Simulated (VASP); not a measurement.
MgO, 2 atoms in the cell. The structure is orthorhombic, space group Imm2 (No. 44). Conventional cell: a = 3.020 Å, b = 4.270 Å, c = 3.020 Å, α = 90.00°, β = 90.00°, γ = 90.00°. Mg (site symmetry mm2) has 6 O at 2.04 to 2.24 Å within 2.7 Å. O (site symmetry mm2) has 6 Mg at 2.04 to 2.24 Å within 2.7 Å.  This cell differs from its parent crystal: atom 2 (O) moved by (-0.100, -0.100) A along x and y.

```yaml
Program: VASP 6.6.1
Task: single point
Functional: LDA
Potentials_or_basis: VASP PAW LDA potentials, release 64 (Mg, O)
Cutoff: 520 eV
k_mesh: 10 × 10 × 10
Occupations: gaussian, width 0.05 eV
Spin: no spin polarisation
Dipole_correction: no
Further_INCAR_settings: ALGO = Normal; EDIFF = 1e-07; NBANDS = 11
```

Potentials or basis: VASP PAW LDA potentials, release 64 (Mg, O).

Run with:

```sh
$ cat potpaw_LDA.64/Mg/POTCAR potpaw_LDA.64/O/POTCAR > POTCAR
$ mpirun -np 1 vasp_std > vasp.out
```

Hardware: 1 thread of Intel(R) Xeon(R) Platinum 8488C (Sapphire Rapids), with other jobs on the host.

Problem. How long does it take, and how much memory?

Solution. Run time: 18 s on 1 thread of Intel(R) Xeon(R) Platinum 8488C (Sapphire Rapids), on a shared host, peak memory 0.16 GiB. Counts: scf iterations 13, k points 171.
